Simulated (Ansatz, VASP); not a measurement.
# Two plane-wave programs on Ge

Contents of POSCAR:

```
Ge
1.0
    0.0508563424      2.8309923842      2.8309923842
    2.8309923842      0.0508563424      2.8309923842
    2.8309923842      2.8309923842      0.0508563424
Ge
2
Direct
    0.0011273318      0.0011273318      0.0011273318
    0.2488726682      0.2488726682      0.2488726682
```

File INCAR.step1:

```
SYSTEM = Ge
  ALGO = Normal
  EDIFF = 1E-4
  ENCUT = 520
  GGA = PE
  ISMEAR = -1
  LASPH = .True.
  LCHARG = .False.
  LREAL = .False.
  LWAVE = .True.
  NBANDS = 21
  NELM = 80
  PREC = Accurate
  SIGMA = 0.02
```

The input INCAR.step2:

```
SYSTEM = Ge
  ALGO = Normal
  EDIFF = 1E-6
  ENCUT = 520
  ISIF = 2
  ISMEAR = -1
  ISTART = 1
  LASPH = .True.
  LCHARG = .False.
  LMIXTAU = .True.
  LREAL = .False.
  LWAVE = .False.
  METAGGA = R2SCAN
  NBANDS = 21
  NELM = 80
  PREC = Accurate
  SIGMA = 0.02
```

Contents of KPOINTS:

```
k-points
0
Gamma
  8 8 8
  0 0 0
```

Input for Ansatz:

```yaml
crystal:
  lattice:
    - [0.0508563424, 2.8309923842, 2.8309923842]
    - [2.8309923842, 0.0508563424, 2.8309923842]
    - [2.8309923842, 2.8309923842, 0.0508563424]
  atoms:
    - { symbol: Ge, position: [0.0011273318, 0.0011273318, 0.0011273318] }
    - { symbol: Ge, position: [0.2488726682, 0.2488726682, 0.2488726682] }
kpoints:
  mp_grid: { grid: [8, 8, 8] }
  band_path:
    path:
      - [0.0, 0.0, 0.0]
      - [0.5, 0.0, 0.5]
      - [0.625, 0.25, 0.625]
      - [0.375, 0.375, 0.75]
      - [0.5, 0.5, 0.5]
      - [0.5, 0.25, 0.75]
      - [0.0, 0.0, 0.5]
    npoints: 1
hamiltonian:
  xc: r2scan
scf:
  occupations: { method: fermi_dirac, width: 0.02 }
  n_extra_bands: 4
output:
  forces: true
  stress: true
  eigenvalues: true
```

Change from the starting cell: epitaxial_111 strain -2.0%.

Alike in both runs: task single point; functional r2SCAN; k mesh 8 × 8 × 8; occupations fermi-dirac, width 0.02 eV; no spin polarisation.

|  | VASP | Ansatz |
| --- | --- | --- |
| version | VASP 6.6.1 | Ansatz 0.2.0 |
| potentials or method | VASP PAW PBE potentials, release 64 (Ge_d) | plane waves, PAW |
| plane-wave cutoff (eV) | 520 | 500 |
| valence electrons in the cell | 28 | 28 |

```tsv
	VASP	Ansatz	Ansatz less VASP
pressure (GPa)	2.7	2.6	-0.09
traceless stress, the component that is largest in VASP (GPa)	-1.30	-1.31	-0.003
```

VASP's potentials were made for PBE, not for r2SCAN.
